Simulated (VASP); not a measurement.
# BeTe in VASP: settings compared

BeTe is run at these levels: PBE, r2SCAN, HSE06; tasks: single point.

All numbers are computed with VASP 6.6.1; they aren't measurements. Logs are shortened: lines on timing, memory, paths and dates and some standing lists are left out, and cuts for length are marked.

## Step 1: The cell of the first run

Symmetry: Cmcm, No. 63, orthorhombic system. Conventional cell: a = 4.106 Å, b = 6.982 Å, c = 8.144 Å, α = 90.00°, β = 90.00°, γ = 90.00°. Be (site symmetry m2m) has 3 Te at 2.34 to 2.35 Å within 3.1 Å. Te (site symmetry m2m) has 3 Be at 2.34 to 2.35 Å within 3.1 Å.

## Step 2: Single point, PBE (uniaxial x strain +1.9%)

INCAR reads:

```
ALGO = Normal ; EDIFF = 1E-6
ENCUT = 520 ; GGA = PE
ISIF = 2 ; ISMEAR = -1
LASPH = T ; LCHARG = T
LELF = T ; LREAL = F
LVHAR = T ; LWAVE = F
NBANDS = 16 ; NELM = 100
PREC = Accurate ; SIGMA = 0.02
```

KPOINTS reads:

```
k-points
0
Gamma
  12 12 4
```

POSCAR reads:

```
BeTe
1.0
    4.1062296832      0.0000000000      0.0000000000
   -2.0531148416      3.4908208692      0.0000000000
    0.0000000000      0.0000000000      8.1440451829
Be Te
2 2
Direct
    0.3344102900      0.6688205801      0.2500000000
    0.6655897100      0.3311794199      0.7500000000
    0.6696276215      0.3392552429      0.2500000000
    0.3303723785      0.6607447571      0.7500000000
```

Potentials or basis: VASP PAW PBE potentials, release 64 (Be, Te).

The run is started by

```bash
> cat potpaw_PBE.64/Be/POTCAR potpaw_PBE.64/Te/POTCAR > POTCAR
> mpirun -np 1 vasp_std > vasp.out
```

OUTCAR:

```text
EDIFF = 1E-6
   ENCUT = 520
   GGA = PE
   ISIF = 2
   ISMEAR = -1
   LASPH = T
   LREAL = F
   NELM = 100
   PREC = Accurate

 ion  position               nearest neighbor table
   1  0.334  0.669  0.250-   3 2.34   3 2.35   3 2.35
   2  0.666  0.331  0.750-   4 2.34   4 2.35   4 2.35
   3  0.670  0.339  0.250-   1 2.34   1 2.35   1 2.35
   4  0.330  0.661  0.750-   2 2.34   2 2.35   2 2.35

  Warning from LATTYP: Monoclinic adjustment (A1->A3, A2->A1, A3->A2)!
  LATTYP: Found a base centered orthorhombic cell.
 ALAT       =     4.1062296832
 B/A-ratio  =     1.7002560200
 C/A-ratio  =     1.9833389292

  Lattice vectors:

 A1 = (   2.0531148416,  -3.4908208692,   0.0000000000)
 A2 = (   2.0531148416,   3.4908208692,   0.0000000000)
 A3 = (   0.0000000000,   0.0000000000,   8.1440451829)

Analysis of symmetry for initial positions (statically):
=====================================================================
 Subroutine PRICEL returns:
 Original cell was already a primitive cell.

 Routine SETGRP: Setting up the symmetry group for a
 base centered orthorhombic supercell.

 Subroutine GETGRP returns: Found  8 space group operations
 (whereof  4 operations were pure point group operations)
 out of a pool of  8 trial point group operations.

The static configuration has the point symmetry C_2h.
 The point group associated with its full space group is D_2h.

Analysis of symmetry for dynamics (positions and initial velocities):
=====================================================================
 Subroutine PRICEL returns:
 Original cell was already a primitive cell.

 Routine SETGRP: Setting up the symmetry group for a
 base centered orthorhombic supercell.

 Subroutine GETGRP returns: Found  8 space group operations
 (whereof  4 operations were pure point group operations)
 out of a pool of  8 trial point group operations.

The dynamic configuration has the point symmetry C_2h.
 The point group associated with its full space group is D_2h.

 Subroutine INISYM returns: Found  8 space group operations
 (whereof  4 operations are pure point group operations),
 and found     1 'primitive' translations

----------------------------------------------------------------------------------------

                                     Primitive cell

  volume of cell :     116.7377

  direct lattice vectors                    reciprocal lattice vectors
     4.106229683  0.000000000  0.000000000     0.243532407  0.143232786  0.000000000
    -2.053114842  3.490820869  0.000000000     0.000000000  0.286465573  0.000000000
     0.000000000  0.000000000  8.144045183     0.000000000  0.000000000  0.122789103

  length of vectors
     4.106229683  4.049828502  8.144045183     0.282530821  0.286465573  0.122789103

  position of ions in fractional coordinates (direct lattice)
     0.334410290  0.668820580  0.250000000
     0.665589710  0.331179420  0.750000000
     0.669627621  0.339255243  0.250000000
     0.330372379  0.660744757  0.750000000

  ion indices of the primitive-cell ions
   primitive index   ion index
                 1           1
                 2           2
                 3           3
                 4           4

----------------------------------------------------------------------------------------

 KPOINTS: k-points

Automatic generation of k-mesh.
 Grid dimensions read from file:
 generate k-points for:   12   12    4

 Generating k-lattice:

  Cartesian coordinates                     Fractional coordinates (reciprocal lattice)
     0.020294367  0.011936066  0.000000000     0.083333333  0.000000000  0.000000000
     0.000000000  0.023872131  0.000000000     0.000000000  0.083333333  0.000000000
     0.000000000  0.000000000  0.030697276     0.000000000  0.000000000  0.250000000

  Length of vectors
     0.023544235  0.023872131  0.030697276

  Shift w.r.t. Gamma in fractional coordinates (k-lattice)
     0.000000000  0.000000000  0.000000000

 Subroutine IBZKPT returns following result:
 ===========================================

 Found    129 irreducible k-points:

 Following reciprocal coordinates:
            Coordinates               Weight
  0.000000  0.000000  0.000000      1.000000
  0.083333 -0.000000  0.000000      4.000000
  0.166667 -0.000000  0.000000      4.000000
  0.250000  0.000000  0.000000      4.000000
  0.333333  0.000000  0.000000      4.000000
  0.416667 -0.000000  0.000000      4.000000
[... 16 lines left out ...]
  0.333333  0.166667  0.000000      4.000000
  0.416667  0.166667  0.000000      4.000000
 [... further k-points ...]
   k-points           NKPTS =    129   k-points in BZ     NKDIM =    129   number of bands    NBANDS=     16
   number of dos      NEDOS =    301   number of ions     NIONS =      4
   total plane-waves  NPLWV =  61440
   dimension x,y,z NGX =    32 NGY =   30 NGZ =   64
   dimension x,y,z NGXF=    64 NGYF=   60 NGZF=  128
   ions per type =               2   2
   NGX,Y,Z   is equivalent  to a cutoff of  12.96, 12.32, 13.06 a.u.
   NGXF,Y,Z  is equivalent  to a cutoff of  25.91, 24.63, 26.13 a.u.
 SYSTEM =  unknown system
   PREC   = accura    normal or accurate (medium, high low for compatibility)
   ISTART =      0    job   : 0-new  1-cont  2-samecut
   ICHARG =      2    charge: 1-file 2-atom 10-const
   ISPIN  =      1    spin polarized calculation?
   LNONCOLLINEAR =      F non collinear calculations
   LSORBIT =      F    spin-orbit coupling
   LASPH  =      T    aspherical Exc in radial PAW
   ENCUT  =  520.0 eV  38.22 Ry    6.18 a.u.   7.63  7.53 15.14*2*pi/ulx,y,z
   NELM   =    100;   NELMIN=  2; NELMDL= -5     # of ELM steps
   EDIFF  = 0.1E-05   stopping-criterion for ELM
   LREAL  =      F    real-space projection
   EDIFFG = 0.1E-04   stopping-criterion for IOM
   NSW    =      0    number of steps for IOM
   IBRION =     -1    ionic relax: 0-MD 1-quasi-New 2-CG
   NFREE  =      0    steps in history (QN), initial steepest desc. (CG)
   ISIF   =      2    stress and relaxation
   ISYM   =      2    0-nonsym 1-usesym 2-fastsym
   POTIM  = 0.5000    time-step for ionic-motion
   TEBEG  =    0.0;   TEEND  =   0.0 temperature during run
   PSTRESS=    0.0 pullay stress
   NELECT =      16.0000    total number of electrons
   NUPDOWN=      -1.0000    fix difference up-down
   EMIN   =  10.00;   EMAX   =-10.00  energy-range for DOS
   EFERMI =   0.00;   METHOD = LEGACY
   ISMEAR =    -1;   SIGMA  =   0.02  broadening in eV -4-tet -1-fermi 0-gaus
   EFERMI_NEDOS =   21; number of points for ismear=-14 and -15
   IALGO  =     38    algorithm
   IMIX   =      4    mixing-type and parameters
     AMIX     =   0.40;   BMIX     =  1.00
     AMIX_MAG =   1.60;   BMIX_MAG =  1.00
  volume/ion in A,a.u.               =      29.18       196.95
  Fermi-wavevector in a.u.,A,eV,Ry     =   0.844069  1.595059  9.693499  0.712452
  Thomas-Fermi vector in A             =   1.959038
   LORBIT       =      0    0 simple, 1 ext, 2 COOP (PROOUT), +10 PAW based schemes
   GGA     = PE    functional components
   LHFCALC =     F    Hartree Fock is set to
   AEXX    =    0.0000 exact exchange contribution
   IVDW    =     0    specifies the selected vdW correction
   LEPSILON=     F    determine dielectric tensor
   LRPA    =     F    only Hartree local field effects (RPA)
 non-spin polarized calculation
  energy-cutoff  :      520.00
  volume of cell :      116.74
 maximum number of plane-waves:      3180
   NGX = 15   NGY = 15   NGZ = 31

 number of electron      16.0000000 magnetization

 Free energy of the ion-electron system (eV)
  ---------------------------------------------------
  ext. energy  EPLUGINS =         0.00000000
  ---------------------------------------------------
  free energy    TOTEN  =       -14.27582266 eV

  energy without entropy =      -14.27582266  energy(sigma->0) =      -14.27582266

 E-fermi :   2.6890     XC(G=0):  -7.8460

 val. band max:        2.2842285256   @ k =   0.0833   0.3333   0.0000
 cond. band min:       4.8458704368   @ k =   0.5000   0.0000   0.2500
 fundamental gap:      2.5616419112
 Fermi energy:         2.6890472964

 k-point     1 :       0.0000    0.0000    0.0000
  band No.  band energies     occupation
      1      -8.8297      2.00000
      2      -8.5385      2.00000
      3      -0.7140      2.00000
      4       1.4174      2.00000
      5       1.5579      2.00000
      6       1.5998      2.00000
[... 8 lines left out ...]
     15       7.6826      0.00000
     16       8.4427      0.00000

 k-point     2 :       0.0833   -0.0000    0.0000
  band No.  band energies     occupation
      1      -8.7821      2.00000
      2      -8.4954      2.00000
      3      -0.6431      2.00000
      4       1.0308      2.00000
      5       1.2191      2.00000
      6       1.4030      2.00000
[... 8 lines left out ...]
     15       7.8167      0.00000
     16       8.0792      0.00000

 k-point     3 :       0.1667   -0.0000    0.0000
  band No.  band energies     occupation
      1      -8.6449      2.00000
      2      -8.3726      2.00000
      3      -0.4336      2.00000
      4       0.1497      2.00000
      5       0.3438      2.00000
      6       1.0940      2.00000
[... 8 lines left out ...]
     15       8.0501      0.00000
     16       8.3650      0.00000

 k-point     4 :       0.2500    0.0000    0.0000
  band No.  band energies     occupation
      1      -8.4365      2.00000
      2      -8.1913      2.00000
      3      -0.7959      2.00000
      4      -0.6016      2.00000
      5      -0.0964      2.00000
      6       0.7495      2.00000
[... 8 lines left out ...]
     15       8.8918      0.00000
     16       9.0543      0.00000
[... 324 lines left out ...]
 k-point    22 :       0.2500    0.1667    0.0000
  band No.  band energies     occupation
      1      -8.0841      2.00000
      2      -7.9018      2.00000
      3      -1.5900      2.00000
      4      -1.4740      2.00000
      5      -0.1960      2.00000
      6       0.0278      2.00000
[... 8 lines left out ...]
     15       8.5617      0.00000
     16       8.8059      0.00000

 k-point    23 :       0.3333    0.1667    0.0000
  band No.  band energies     occupation
      1      -7.8926      2.00000
      2      -7.7715      2.00000
      3      -2.0206      2.00000
      4      -1.8971      2.00000
      5      -0.4691      2.00000
      6      -0.2251      2.00000
[... 8 lines left out ...]
     15       9.2424      0.00000
     16       9.7873      0.00000

 k-point    24 :       0.4167    0.1667    0.0000
  band No.  band energies     occupation
      1      -7.8141      2.00000
      2      -7.7335      2.00000
      3      -2.1673      2.00000
      4      -2.0407      2.00000
      5      -0.5692      2.00000
      6      -0.3162      2.00000
[... 8 lines left out ...]
     15       9.8379      0.00000
     16      10.8829      0.00000

 [... further k-points ...]

------------------------ aborting loop because EDIFF is reached ----------------------------------------

  FORCE on cell =-STRESS in cart. coord.  units (eV):
  Direction    XX          YY          ZZ          XY          YZ          ZX
  --------------------------------------------------------------------------------------
  -------------------------------------------------------------------------------------
  Total       -1.3100264     -0.2879050      0.1213365      0.0000000      0.0000000      0.0000000
  in kB      -17.9795850     -3.9513802      1.6652943      0.0000000      0.0000000      0.0000000
  external PRESSURE =      -6.7552236 kB  Pullay stress =       0.0000000 kB

 VOLUME and BASIS-vectors are now :
 -----------------------------------------------------------------------------
  energy-cutoff  :      520.00
  volume of cell :      116.74
      direct lattice vectors                 reciprocal lattice vectors
     4.106229683  0.000000000  0.000000000     0.243532407  0.143232786  0.000000000
    -2.053114842  3.490820869  0.000000000     0.000000000  0.286465573  0.000000000
     0.000000000  0.000000000  8.144045183     0.000000000  0.000000000  0.122789103

 POSITION                                       TOTAL-FORCE (eV/Angst)
 -----------------------------------------------------------------------------------
     -0.00000      2.33473      2.03601        -0.000000     -0.002247      0.000000
      2.05311      1.15609      6.10803         0.000000      0.002247     -0.000000
      2.05311      1.18428      2.03601         0.000000      0.002237      0.000000
     -0.00000      2.30654      6.10803        -0.000000     -0.002237      0.000000
 -----------------------------------------------------------------------------------
    total drift:                                0.000000     -0.000000      0.000000

  FREE ENERGIE OF THE ION-ELECTRON SYSTEM (eV)
  ---------------------------------------------------
  free  energy   TOTEN  =       -14.2758226570 eV

  energy  without entropy=      -14.2758226569  energy(sigma->0) =      -14.27582266
```

Wall time 2.7 min (1 thread of Intel Xeon Platinum 8259CL at 2.50GHz (Skylake/Cascade Lake), shared host); peak memory 0.39 GiB.

What came out:

```
Free energy            : -14.2758 eV
Pressure               : -0.7 GPa
Band gap on the k mesh : 2.56 eV, indirect (least direct gap 2.74 eV)
```

Forces on the atoms (eV/Å):
```
Be   0.000 -0.002  0.000
Be   0.000  0.002  0.000
Te   0.000  0.002  0.000
Te   0.000 -0.002  0.000
```

Stress tensor (GPa, compression positive):
```
-1.80  0.00  0.00
 0.00 -0.40  0.00
 0.00  0.00  0.17
```

Levels at points of the mesh, in eV from the valence-band top:
| k point | band 5 | band 6 | band 7 | band 8 | band 9 | band 10 | band 11 | band 12 |
| --- | --- | --- | --- | --- | --- | --- | --- | --- |
| (0.00, 0.00, 0.00) | -0.73 | -0.68 | -0.68 | -0.55 | 3.29 | 3.29 | 4.38 | 4.48 |
| (0.50, 0.00, 0.00) | -2.08 | -1.85 | -1.22 | -0.18 | 2.74 | 2.96 | 3.47 | 4.00 |
| (0.00, 0.50, 0.00) | -2.24 | -2.01 | -1.18 | -0.11 | 2.74 | 2.75 | 3.24 | 4.04 |
| (0.00, 0.00, 0.50) | -0.78 | -0.78 | -0.64 | -0.64 | 3.49 | 3.49 | 4.55 | 4.55 |
| (0.50, 0.00, 0.50) | -1.97 | -1.97 | -0.55 | -0.55 | 2.75 | 2.75 | 3.23 | 3.23 |
| (0.00, 0.50, 0.50) | -2.13 | -2.13 | -0.51 | -0.51 | 2.79 | 2.79 | 3.01 | 3.01 |

Caveat: the cell differs from its parent crystal (uniaxial x strain +1.9%); spin-orbit coupling is left out, which moves the levels of the heavy elements.

[end of part 1 of 3]
